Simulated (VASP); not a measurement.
Input of a VASP 6.6.1 run:

Contents of INCAR:

```
ALGO = Normal
EDIFF = 1E-7
ENCUT = 520
GGA = PE
ISIF = 2
ISMEAR = 0
LASPH = True
LCHARG = True
LELF = True
LREAL = False
LVHAR = True
LWAVE = False
NBANDS = 22
NELM = 80
PREC = Accurate
SIGMA = 0.1
```

File KPOINTS:

```
k-points
0
Gamma
  6 6 6
```

The input POSCAR:

```
HfPt2
1.0
    4.6117717721      0.0000000000      0.0000000000
   -2.3058858861      3.9939115111      0.0000000000
    0.0000000000      0.0000000000      2.8224736628
Hf Pt
1 2
Direct
    0.0000000000      0.0000000000      0.0000000000
    0.3333333333      0.6666666667      0.5000000000
    0.6666666667      0.3333333333      0.5000000000
```

Potentials or basis: VASP PAW PBE potentials, release 64 (Hf_pv, Pt).

The run is started by

```bash
$ cat potpaw_PBE.64/Hf_pv/POTCAR potpaw_PBE.64/Pt/POTCAR > POTCAR
$ mpirun -np 1 vasp_std > vasp.out
```

**Question.** Predict the band gap on the k mesh.

**Answer.** Zero (bands 15 and 16 overlap by 3.15 eV).

**Question.** Estimate the pressure.

**Answer.** -1.0 GPa.

Stress tensor (GPa, compression positive):
```
-1.09  0.00  0.00
 0.00 -1.09  0.00
 0.00  0.00 -0.87
```

Caveat: the k points lie up to 0.37 Å⁻¹ apart, too coarse for converged energies and pressures of a metal; spin-orbit coupling is left out, which moves the levels of the heavy elements.
